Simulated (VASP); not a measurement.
# In3As (Pm-3m) in VASP: single point with PBEsol

Aim: the single point of In3As with PBEsol.

All numbers are computed with VASP 6.6.1; they aren't measurements. Logs are shortened: lines on timing, memory, paths and dates and some standing lists are left out, and cuts for length are marked.

## (1) The cell of the first run

It takes space group Pm-3m (No. 221, cubic). Conventional cell: a = 4.672 Å, b = 4.672 Å, c = 4.672 Å, α = 90.00°, β = 90.00°, γ = 90.00°. Within 4.3 Å of In (site symmetry 4/mmm) lie 8 In at 3.30 Å and 4 As at 3.30 Å. Within 4.3 Å of As (site symmetry m-3m) lie 12 In at 3.30 Å.

## (2) Single point, PBEsol

INCAR

```
PREC = Accurate
ENCUT = 520
EDIFF = 1E-6
ISMEAR = -1
SIGMA = 0.1
LREAL = F
LASPH = T
NELM = 100
ALGO = Normal
ISIF = 2
LWAVE = F
LCHARG = T
GGA = PS
LELF = T
LVHAR = T
NBANDS = 30
```

KPOINTS

```
regular mesh
0
Gamma
  4 4 4
```

POSCAR

```
In3As
1.0
    4.6716800000      0.0000000000      0.0000000000
    0.0000000000      4.6716800000      0.0000000000
    0.0000000000      0.0000000000      4.6716800000
In As
3 1
Direct
    0.0000000000      0.5000000000      0.5000000000
    0.5000000000      0.0000000000      0.5000000000
    0.5000000000      0.5000000000      0.0000000000
    0.0000000000      0.0000000000      0.0000000000
```

Potentials or basis: VASP PAW PBE potentials, release 64 (In_d, As).

Launch:

```
$ cat potpaw_PBE.64/In_d/POTCAR potpaw_PBE.64/As/POTCAR > POTCAR
$ mpirun -np 1 vasp_std > vasp.out
```

OUTCAR:

```text
PREC = Accurate
   ENCUT = 520
   EDIFF = 1E-6
   ISMEAR = -1
   LREAL = F
   LASPH = T
   NELM = 100
   ISIF = 2
   GGA = PS

 ion  position               nearest neighbor table
   1  0.000  0.500  0.500-   2 3.30   3 3.30   4 3.30   3 3.30   4 3.30   2 3.30   4 3.30   4 3.30
                             2 3.30   3 3.30   3 3.30   2 3.30
   2  0.500  0.000  0.500-   1 3.30   3 3.30   4 3.30   3 3.30   4 3.30   1 3.30   3 3.30   3 3.30
                             1 3.30   4 3.30   4 3.30   1 3.30
   3  0.500  0.500  0.000-   1 3.30   2 3.30   4 3.30   1 3.30   2 3.30   2 3.30   4 3.30   2 3.30
                             1 3.30   4 3.30   1 3.30   4 3.30
   4  0.000  0.000  0.000-   1 3.30   2 3.30   3 3.30   1 3.30   2 3.30   1 3.30   3 3.30   1 3.30
                             2 3.30   3 3.30   2 3.30   3 3.30

  LATTYP: Found a simple cubic cell.
 ALAT       =     4.6716800000

  Lattice vectors:

 A1 = (   4.6716800000,   0.0000000000,   0.0000000000)
 A2 = (   0.0000000000,   4.6716800000,   0.0000000000)
 A3 = (   0.0000000000,   0.0000000000,   4.6716800000)

Analysis of symmetry for initial positions (statically):
=====================================================================
 Subroutine PRICEL returns:
 Original cell was already a primitive cell.

 Routine SETGRP: Setting up the symmetry group for a
 simple cubic supercell.

 Subroutine GETGRP returns: Found 48 space group operations
 (whereof 48 operations were pure point group operations)
 out of a pool of 48 trial point group operations.

The static configuration has the point symmetry O_h .

Analysis of symmetry for dynamics (positions and initial velocities):
=====================================================================
 Subroutine PRICEL returns:
 Original cell was already a primitive cell.

 Routine SETGRP: Setting up the symmetry group for a
 simple cubic supercell.

 Subroutine GETGRP returns: Found 48 space group operations
 (whereof 48 operations were pure point group operations)
 out of a pool of 48 trial point group operations.

The dynamic configuration has the point symmetry O_h .

 Subroutine INISYM returns: Found 48 space group operations
 (whereof 48 operations are pure point group operations),
 and found     1 'primitive' translations

----------------------------------------------------------------------------------------

                                     Primitive cell

  volume of cell :     101.9575

  direct lattice vectors                    reciprocal lattice vectors
     4.671680000  0.000000000  0.000000000     0.214055757  0.000000000  0.000000000
     0.000000000  4.671680000  0.000000000     0.000000000  0.214055757  0.000000000
     0.000000000  0.000000000  4.671680000     0.000000000  0.000000000  0.214055757

  length of vectors
     4.671680000  4.671680000  4.671680000     0.214055757  0.214055757  0.214055757

  position of ions in fractional coordinates (direct lattice)
     0.000000000  0.500000000  0.500000000
     0.500000000  0.000000000  0.500000000
     0.500000000  0.500000000  0.000000000
     0.000000000  0.000000000  0.000000000

  ion indices of the primitive-cell ions
   primitive index   ion index
                 1           1
                 2           2
                 3           3
                 4           4

----------------------------------------------------------------------------------------

 KPOINTS: regular mesh

Automatic generation of k-mesh.
 Grid dimensions read from file:
 generate k-points for:    4    4    4

 Generating k-lattice:

  Cartesian coordinates                     Fractional coordinates (reciprocal lattice)
     0.053513939  0.000000000  0.000000000     0.250000000  0.000000000  0.000000000
     0.000000000  0.053513939  0.000000000     0.000000000  0.250000000  0.000000000
     0.000000000  0.000000000  0.053513939     0.000000000  0.000000000  0.250000000

  Length of vectors
     0.053513939  0.053513939  0.053513939

  Shift w.r.t. Gamma in fractional coordinates (k-lattice)
     0.000000000  0.000000000  0.000000000

 Subroutine IBZKPT returns following result:
 ===========================================

 Found     10 irreducible k-points:

 Following reciprocal coordinates:
            Coordinates               Weight
  0.000000  0.000000  0.000000      1.000000
  0.250000  0.000000  0.000000      6.000000
  0.500000  0.000000  0.000000      3.000000
  0.250000  0.250000  0.000000     12.000000
  0.500000  0.250000  0.000000     12.000000
  0.500000  0.500000  0.000000      3.000000
  0.250000  0.250000  0.250000      8.000000
  0.500000  0.250000  0.250000     12.000000
  0.500000  0.500000  0.250000      6.000000
  0.500000  0.500000  0.500000      1.000000
   k-points           NKPTS =     10   k-points in BZ     NKDIM =     10   number of bands    NBANDS=     30
   number of dos      NEDOS =    301   number of ions     NIONS =      4
   total plane-waves  NPLWV =  46656
   dimension x,y,z NGX =    36 NGY =   36 NGZ =   36
   dimension x,y,z NGXF=    72 NGYF=   72 NGZF=   72
   ions per type =               3   1
   NGX,Y,Z   is equivalent  to a cutoff of  12.81, 12.81, 12.81 a.u.
   NGXF,Y,Z  is equivalent  to a cutoff of  25.62, 25.62, 25.62 a.u.
 SYSTEM =  unknown system
   PREC   = accura    normal or accurate (medium, high low for compatibility)
   ISTART =      0    job   : 0-new  1-cont  2-samecut
   ICHARG =      2    charge: 1-file 2-atom 10-const
   ISPIN  =      1    spin polarized calculation?
   LNONCOLLINEAR =      F non collinear calculations
   LSORBIT =      F    spin-orbit coupling
   LASPH  =      T    aspherical Exc in radial PAW
   ENCUT  =  520.0 eV  38.22 Ry    6.18 a.u.   8.69  8.69  8.69*2*pi/ulx,y,z
   NELM   =    100;   NELMIN=  2; NELMDL= -5     # of ELM steps
   EDIFF  = 0.1E-05   stopping-criterion for ELM
   LREAL  =      F    real-space projection
   EDIFFG = 0.1E-04   stopping-criterion for IOM
   NSW    =      0    number of steps for IOM
   IBRION =     -1    ionic relax: 0-MD 1-quasi-New 2-CG
   NFREE  =      0    steps in history (QN), initial steepest desc. (CG)
   ISIF   =      2    stress and relaxation
   ISYM   =      2    0-nonsym 1-usesym 2-fastsym
   POTIM  = 0.5000    time-step for ionic-motion
   TEBEG  =    0.0;   TEEND  =   0.0 temperature during run
   PSTRESS=    0.0 pullay stress
   NELECT =      44.0000    total number of electrons
   NUPDOWN=      -1.0000    fix difference up-down
   EMIN   =  10.00;   EMAX   =-10.00  energy-range for DOS
   EFERMI =   0.00;   METHOD = LEGACY
   ISMEAR =    -1;   SIGMA  =   0.10  broadening in eV -4-tet -1-fermi 0-gaus
   EFERMI_NEDOS =   21; number of points for ismear=-14 and -15
   IALGO  =     38    algorithm
   IMIX   =      4    mixing-type and parameters
     AMIX     =   0.40;   BMIX     =  1.00
     AMIX_MAG =   1.60;   BMIX_MAG =  1.00
  volume/ion in A,a.u.               =      25.49       172.01
  Fermi-wavevector in a.u.,A,eV,Ry     =   1.237141  2.337858 20.823969  1.530519
  Thomas-Fermi vector in A             =   2.371721
   LORBIT       =      0    0 simple, 1 ext, 2 COOP (PROOUT), +10 PAW based schemes
   GGA     = PS    functional components
   LHFCALC =     F    Hartree Fock is set to
   AEXX    =    0.0000 exact exchange contribution
   IVDW    =     0    specifies the selected vdW correction
   LEPSILON=     F    determine dielectric tensor
   LRPA    =     F    only Hartree local field effects (RPA)
 non-spin polarized calculation
  energy-cutoff  :      520.00
  volume of cell :      101.96
 maximum number of plane-waves:      2800
 NGX is ok and might be reduce to    36
   NGX = 17   NGY = 17   NGZ = 17

 number of electron      43.9999975 magnetization

 Free energy of the ion-electron system (eV)
  ---------------------------------------------------
  ext. energy  EPLUGINS =         0.00000000
  ---------------------------------------------------
  free energy    TOTEN  =       -13.70550866 eV

  energy without entropy =      -13.62639578  energy(sigma->0) =      -13.66595222

 E-fermi :   6.6870     XC(G=0): -10.2938

 val. band max:        6.4782206012   @ k =   0.5000   0.0000   0.0000
 cond. band min:       6.7207895885   @ k =   0.2500   0.0000   0.0000
 fundamental gap:      0.2425689872
 Fermi energy:         6.6870093372

 k-point     1 :       0.0000    0.0000    0.0000
  band No.  band energies     occupation
      1      -8.1358      2.00000
      2      -8.1217      2.00000
      3      -8.1217      2.00000
      4      -8.1217      2.00000
      5      -7.9472      2.00000
      6      -7.9472      2.00000
[... 22 lines left out ...]
     29      12.4425      0.00000
     30      13.7309      0.00000

 k-point     2 :       0.2500    0.0000    0.0000
  band No.  band energies     occupation
      1      -8.1108      2.00000
      2      -8.0780      2.00000
      3      -8.0543      2.00000
      4      -8.0543      2.00000
      5      -7.9386      2.00000
      6      -7.9027      2.00000
[... 22 lines left out ...]
     29      13.6223      0.00000
     30      14.0016      0.00000

 k-point     3 :       0.5000    0.0000    0.0000
  band No.  band energies     occupation
      1      -8.0991      2.00000
      2      -7.9945      2.00000
      3      -7.9193      2.00000
      4      -7.9077      2.00000
      5      -7.9077      2.00000
      6      -7.8595      2.00000
[... 22 lines left out ...]
     29      11.7079      0.00000
     30      12.7963      0.00000

 k-point     4 :       0.2500    0.2500    0.0000
  band No.  band energies     occupation
      1      -8.0645      2.00000
      2      -8.0542      2.00000
      3      -8.0242      2.00000
      4      -7.9986      2.00000
      5      -7.9179      2.00000
      6      -7.8717      2.00000
[... 22 lines left out ...]
     29      11.8189      0.00000
     30      12.4368      0.00000

 k-point     5 :       0.5000    0.2500    0.0000
  band No.  band energies     occupation
      1      -8.0400      2.00000
      2      -7.9792      2.00000
      3      -7.9567      2.00000
      4      -7.9093      2.00000
      5      -7.9046      2.00000
      6      -7.8592      2.00000
[... 22 lines left out ...]
     29      10.7987      0.00000
     30      13.2681      0.00000

 k-point     6 :       0.5000    0.5000    0.0000
  band No.  band energies     occupation
      1      -7.9863      2.00000
      2      -7.9863      2.00000
      3      -7.9402      2.00000
      4      -7.9009      2.00000
      5      -7.8580      2.00000
      6      -7.8580      2.00000
[... 22 lines left out ...]
     29      12.3399      0.00000
     30      14.3578      0.00000

 k-point     7 :       0.2500    0.2500    0.2500
  band No.  band energies     occupation
      1      -8.0705      2.00000
      2      -8.0117      2.00000
      3      -8.0117      2.00000
      4      -7.9540      2.00000
      5      -7.9061      2.00000
      6      -7.8782      2.00000
[... 22 lines left out ...]
     29      12.6215      0.00000
     30      14.1354      0.00000

 k-point     8 :       0.5000    0.2500    0.2500
  band No.  band energies     occupation
      1      -8.0345      2.00000
      2      -7.9834      2.00000
      3      -7.9634      2.00000
      4      -7.9370      2.00000
      5      -7.9338      2.00000
      6      -7.9311      2.00000
[... 22 lines left out ...]
     29      13.0241      0.00000
     30      13.3428      0.00000

 k-point     9 :       0.5000    0.5000    0.2500
  band No.  band energies     occupation
      1      -8.0056      2.00000
      2      -7.9941      2.00000
      3      -7.9941      2.00000
      4      -7.9876      2.00000
      5      -7.9360      2.00000
      6      -7.9360      2.00000
[... 22 lines left out ...]
     29      13.2880      0.00000
     30      14.7956      0.00000

 k-point    10 :       0.5000    0.5000    0.5000
  band No.  band energies     occupation
      1      -8.0627      2.00000
      2      -8.0185      2.00000
      3      -8.0185      2.00000
      4      -8.0185      2.00000
      5      -7.9565      2.00000
      6      -7.9565      2.00000
[... 22 lines left out ...]
     29      15.5558      0.00000
     30      15.5564      0.00000

------------------------ aborting loop because EDIFF is reached ----------------------------------------

  FORCE on cell =-STRESS in cart. coord.  units (eV):
  Direction    XX          YY          ZZ          XY          YZ          ZX
  --------------------------------------------------------------------------------------
  -------------------------------------------------------------------------------------
  Total       -1.8945803     -1.8945803     -1.8945803      0.0000000      0.0000000      0.0000000
  in kB      -29.7717483    -29.7717483    -29.7717483      0.0000000      0.0000000      0.0000000
  external PRESSURE =     -29.7717483 kB  Pullay stress =       0.0000000 kB

 VOLUME and BASIS-vectors are now :
 -----------------------------------------------------------------------------
  energy-cutoff  :      520.00
  volume of cell :      101.96
      direct lattice vectors                 reciprocal lattice vectors
     4.671680000  0.000000000  0.000000000     0.214055757  0.000000000  0.000000000
     0.000000000  4.671680000  0.000000000     0.000000000  0.214055757  0.000000000
     0.000000000  0.000000000  4.671680000     0.000000000  0.000000000  0.214055757

 POSITION                                       TOTAL-FORCE (eV/Angst)
 -----------------------------------------------------------------------------------
      0.00000      2.33584      2.33584         0.000000      0.000000      0.000000
      2.33584      0.00000      2.33584         0.000000      0.000000      0.000000
      2.33584      2.33584      0.00000         0.000000      0.000000      0.000000
      0.00000      0.00000      0.00000         0.000000      0.000000      0.000000
 -----------------------------------------------------------------------------------
    total drift:                                0.000000      0.000000      0.000000

  FREE ENERGIE OF THE ION-ELECTRON SYSTEM (eV)
  ---------------------------------------------------
  free  energy   TOTEN  =       -13.7055086636 eV

  energy  without entropy=      -13.6263957828  energy(sigma->0) =      -13.66595222
```

Run time: 41 s. Hardware: 1 thread of Intel Xeon 8259CL, shared host; peak memory 0.2 GiB.

Results:

| Property | Result |
| --- | --- |
| Free energy | -13.7055 eV |
| Pressure | -3.0 GPa |
| Band gap on the k mesh | zero (band 22 reaches 6.90 eV, above the bottom of band 23 at 3.10 eV) |

Levels at points of the mesh, in eV from the Fermi level:
| k point | band 20 | band 21 | band 22 | band 23 | band 24 | band 25 |
| --- | --- | --- | --- | --- | --- | --- |
| (0.00, 0.00, 0.00) | -3.09 | -2.13 | -2.13 | 1.85 | 1.85 | 1.85 |
| (0.50, 0.00, 0.00) | -1.81 | -1.45 | -0.27 | -0.27 | -0.21 | 1.23 |
| (0.50, 0.50, 0.00) | -0.98 | -0.63 | 0.21 | 0.21 | 1.52 | 1.71 |
| (0.50, 0.50, 0.50) | -4.19 | -4.19 | -4.19 | -3.59 | 4.47 | 4.47 |

Caveat: the PAW data sets were made with another functional, which shifts forces and pressure a little; spin-orbit coupling is left out, which moves the levels of the heavy elements.
